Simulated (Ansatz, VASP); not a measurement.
**MgO: VASP beside Ansatz**

```
Mg O
1.0
     3.24570    0.00000    0.00000
    -1.62285    2.81086    0.00000
     0.00000    0.00000    4.61780
Mg O
2 2
Direct
  0.33333 0.66667 0.00366
  0.66667 0.33333 0.50366
  0.33333 0.66667 0.40094
  0.66667 0.33333 0.90094
```

Alike in both runs: task single point; functional PBEsol; k mesh 9 × 9 × 6; occupations gaussian, width 0.05 eV; no spin polarisation.

```csv
,VASP,Ansatz
version,VASP 6.6.1,Ansatz 0.2.0
potentials or method,"VASP PAW PBE potentials, release 64 (Mg, O), cutoff 520 eV","scalar-relativistic, plane waves, PAW"
valence electrons in the cell,16,32
```

|  | VASP | Ansatz | Ansatz less VASP |
| --- | --- | --- | --- |
| gap on the k mesh at the Fermi level (eV) | 3.90 | 3.90 | 0.000 |
| least direct gap on the mesh (eV) | 3.90 | 3.90 | 0.000 |
| pressure (GPa) | 18.2 | 18.1 | -0.06 |
| traceless stress, the component that is largest in VASP (GPa) | 12.08 | 11.76 | -0.314 |
| rms of the force components (eV/Å) | 0.802 | 0.782 | -0.0200 |

VASP's potentials were made for PBE, not for PBEsol, and Ansatz warns of the same on its side. Atom by atom the forces differ by 0.020 eV/Å (rms over components). VASP's potentials hold 16 valence electrons a cell and Ansatz's 32, so a difference there can come from the potentials and not from the codes.
